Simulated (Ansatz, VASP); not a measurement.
**B3C2: VASP beside Ansatz**

```
B C
1.0
     1.29723    0.74896    6.01334
    -1.29723    0.74896    6.01334
     0.00000   -1.49792    6.01334
B C
3 2
Direct
  0.00000 0.00000 0.00000
  0.20950 0.20950 0.20950
  0.79050 0.79050 0.79050
  0.40000 0.40000 0.40000
  0.60000 0.60000 0.60000
```

Alike in both runs: task relaxation of cell and atoms; functional PBE; k mesh 6 × 6 × 6; occupations gaussian, width 0.1 eV; no spin polarisation.

```csv
,VASP,Ansatz
version,VASP 6.6.1,Ansatz 0.2.0
potentials or method,"VASP PAW PBE potentials, release 64 (B, C), cutoff 600 eV","scalar-relativistic, plane waves, PAW"
valence electrons in the cell,17,17
```

|  | VASP | Ansatz | Ansatz less VASP |
| --- | --- | --- | --- |
| gap on the k mesh at the Fermi level, each at its own relaxed structure (eV) | none | none | - |
| relaxed volume (Å³/atom) | 8.43 | 8.77 | +0.336 |
| relaxed cell length with the largest relative difference (Å) | 6.907 | 7.168 | +0.2603 |

A gap of «none» marks a metal or a gap that the smearing closes.

The k mesh is coarse, so the values compare programs but aren't converged. Noted on VASP's run: the volume moved by over 15 % at a fixed basis, so the end points are rough.
